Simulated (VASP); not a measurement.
# Pb (R-3m) in VASP: electric field gradients with PBE

Aim: the electric field gradients of Pb with PBE.

Everything below comes from runs of VASP 6.6.1. Logs are shortened: lines on timing, memory, paths and dates and some standing lists are left out, and cuts for length are marked.

## (1) The cell of the first run

It takes space group R-3m (No. 166, trigonal). The conventional cell has a = 4.791 Å, b = 4.791 Å, c = 12.270 Å, α = 90.00°, β = 90.00°, γ = 120.00°. Pb (site symmetry 3m) has 4 Pb at 2.95 to 3.07 Å within 3.9 Å.

## (2) Electric field gradients, PBE (equal xy, yz and zx shear strains of +3 %)

File INCAR:

```
SYSTEM = Pb
  PREC = Accurate
  ENCUT = 520
  EDIFF = 1E-8
  ISMEAR = -1
  SIGMA = 0.05
  LREAL = .False.
  LASPH = .True.
  NELM = 100
  ALGO = Normal
  ISIF = 2
  LWAVE = .False.
  LCHARG = .False.
  GGA = PE
  LEFG = .True.
  NBANDS = 21
```

File KPOINTS:

```
regular mesh
0
Gamma
  8 8 8
  0 0 0
```

File POSCAR:

```
Pb
1.0
    0.1031700017      3.4905850563      3.4905850563
    3.4905850563      0.1031700017      3.4905850563
    3.4905850563      3.4905850563      0.1031700017
Pb
2
Direct
    0.0000000000      0.0000000000      0.0000000000
    0.2500000000      0.2500000000      0.2500000000
```

Potentials or basis: VASP PAW PBE potentials, release 64 (Pb_d).

Launch:

```
$ cat potpaw_PBE.64/Pb_d/POTCAR > POTCAR
$ mpirun -np 1 vasp_std > vasp.out
```

OUTCAR:

```text
SYSTEM = Pb
   PREC = Accurate
   ENCUT = 520
   EDIFF = 1E-8
   ISMEAR = -1
   LREAL = .False.
   LASPH = .True.
   NELM = 100
   ISIF = 2
   GGA = PE

 ion  position               nearest neighbor table
   1  0.000  0.000  0.000-   2 2.95   2 2.95   2 2.95   2 3.07
   2  0.250  0.250  0.250-   1 2.95   1 2.95   1 2.95   1 3.07

  LATTYP: Found a trigonal (rhomboedric) cell.
 ALAT       =     4.9375107210
 COS(alpha) =     0.5293254421

  Lattice vectors:

 A1 = (   0.1031700017,   3.4905850563,   3.4905850563)
 A2 = (   3.4905850563,   0.1031700017,   3.4905850563)
 A3 = (   3.4905850563,   3.4905850563,   0.1031700017)

Analysis of symmetry for initial positions (statically):
=====================================================================
 Subroutine PRICEL returns:
 Original cell was already a primitive cell.

 Routine SETGRP: Setting up the symmetry group for a
 trigonal (rhombohedral) supercell.

 Subroutine GETGRP returns: Found 12 space group operations
 (whereof  6 operations were pure point group operations)
 out of a pool of 12 trial point group operations.

The static configuration has the point symmetry C_3v.
 The point group associated with its full space group is D_3d.

Analysis of symmetry for dynamics (positions and initial velocities):
=====================================================================
 Subroutine PRICEL returns:
 Original cell was already a primitive cell.

 Routine SETGRP: Setting up the symmetry group for a
 trigonal (rhombohedral) supercell.

 Subroutine GETGRP returns: Found 12 space group operations
 (whereof  6 operations were pure point group operations)
 out of a pool of 12 trial point group operations.

The dynamic configuration has the point symmetry C_3v.
 The point group associated with its full space group is D_3d.

 Subroutine INISYM returns: Found 12 space group operations
 (whereof  6 operations are pure point group operations),
 and found     1 'primitive' translations

[... 119 lines left out ...]
   GGA     = PE    functional components
   LHFCALC =     F    Hartree Fock is set to
   AEXX    =    0.0000 exact exchange contribution
   IVDW    =     0    specifies the selected vdW correction
   LEPSILON=     F    determine dielectric tensor
   LRPA    =     F    only Hartree local field effects (RPA)
 non-spin polarized calculation
  energy-cutoff  :      520.00
  volume of cell :       81.29
 maximum number of plane-waves:      2204
 NGX is ok and might be reduce to    40
   NGX = 19   NGY = 19   NGZ = 19

 number of electron      27.9999999 magnetization

 Free energy of the ion-electron system (eV)
  ---------------------------------------------------
  ext. energy  EPLUGINS =         0.00000000
  ---------------------------------------------------
  free energy    TOTEN  =        -6.54143464 eV

  energy without entropy =       -6.53747036  energy(sigma->0) =       -6.53945250

 E-fermi :   4.3889     XC(G=0):  -8.4282

 val. band max:        4.3735187368   @ k =   0.1250   0.0000  -0.0000
 cond. band min:       4.4014441716   @ k =  -0.1250   0.1250   0.0000
 fundamental gap:      0.0279254347
 Fermi energy:         4.3888991428

 k-point     1 :       0.0000    0.0000    0.0000
  band No.  band energies     occupation
      1     -12.8925      2.00000
      2     -12.8925      2.00000
      3     -12.7881      2.00000
      4     -12.7816      2.00000
      5     -12.7816      2.00000
      6     -12.4042      2.00000
[... 565 lines left out ...]
     20      11.2204      0.00000
     21      12.3058      0.00000

 [... further k-points ...]
[... 5 lines left out ...]
  --------------------------------------------------------------------------------------
  -------------------------------------------------------------------------------------
  Total        1.2411727      1.2411727      1.2411727     -0.5152119     -0.5152119     -0.5152119
  in kB       24.4628230     24.4628230     24.4628230    -10.1545391    -10.1545391    -10.1545391
  external PRESSURE =      24.4628230 kB  Pullay stress =       0.0000000 kB

 VOLUME and BASIS-vectors are now :
 -----------------------------------------------------------------------------
  energy-cutoff  :      520.00
  volume of cell :       81.29
      direct lattice vectors                 reciprocal lattice vectors
     0.103170002  3.490585056  3.490585056    -0.149754767  0.145455587  0.145455587
     3.490585056  0.103170002  3.490585056     0.145455587 -0.149754767  0.145455587
     3.490585056  3.490585056  0.103170002     0.145455587  0.145455587 -0.149754767

 POSITION                                       TOTAL-FORCE (eV/Angst)
 -----------------------------------------------------------------------------------
      0.00000      0.00000      0.00000         0.202337      0.202337      0.202337
      1.77109      1.77109      1.77109        -0.202337     -0.202337     -0.202337
 -----------------------------------------------------------------------------------
    total drift:                               -0.000000     -0.000000      0.000000

  FREE ENERGIE OF THE ION-ELECTRON SYSTEM (eV)
  ---------------------------------------------------
  free  energy   TOTEN  =        -6.5414346444 eV

  energy  without entropy=       -6.5374703557  energy(sigma->0) =       -6.53945250

 Electric field gradients (V/A^2)
---------------------------------------------------------------------
 ion       V_xx      V_yy      V_zz      V_xy      V_xz      V_yz
---------------------------------------------------------------------
   1      -0.000    -0.000     0.000    38.487    38.487    38.487
   2       0.000    -0.000     0.000    38.487    38.487    38.487
---------------------------------------------------------------------

 Electric field gradients after diagonalization (V/A^2)
 (convention: |V_zz| > |V_xx| > |V_yy|)
----------------------------------------------------------------------
 ion       V_xx      V_yy      V_zz     asymmetry (V_yy - V_xx)/ V_zz
----------------------------------------------------------------------
   1     -38.487   -38.487    76.975       0.000
   2     -38.487   -38.487    76.975       0.000
----------------------------------------------------------------------

           NMR quadrupolar parameters

 Cq : quadrupolar parameter    Cq=e*Q*V_zz/h
 eta: asymmetry parameters     (V_yy - V_xx)/ V_zz
 Q  : nuclear electric quadrupole moment in mb (millibarn)
----------------------------------------------------------------------
 ion       Cq(MHz)       eta       Q (mb)
----------------------------------------------------------------------
   1       0.186       0.000       1.000
   2       0.186       0.000       1.000
----------------------------------------------------------------------
```

Run time: 80 s. Hardware: 1 thread of Intel Xeon 6975P-C (Granite Rapids), shared host; peak memory 0.28 GiB.

Results:

```yaml
Free_energy: -6.5414 eV
Pressure: 2.4 GPa
Largest_force: 0.350 eV/Å
Band_gap_on_the_k_mesh: zero (band 14 reaches 4.77 eV, above the bottom of band 15 at 3.57 eV)
```

Forces on the atoms (eV/Å):
```
Pb   0.202  0.202  0.202
Pb  -0.202 -0.202 -0.202
```

Electric field gradients, principal values (V/Å²):
```
atom    least   middle  greatest (by size)
1 Pb  -38.487  -38.487              76.975
2 Pb  -38.487  -38.487              76.975
```

Caveat: the cell differs from its parent crystal (equal xy, yz and zx shear strains of +3 %); without QUAD_EFG the Cq values of the log hold for a quadrupole moment of 1 mb, not for the nuclei; spin-orbit coupling is left out, which moves the levels of the heavy elements.
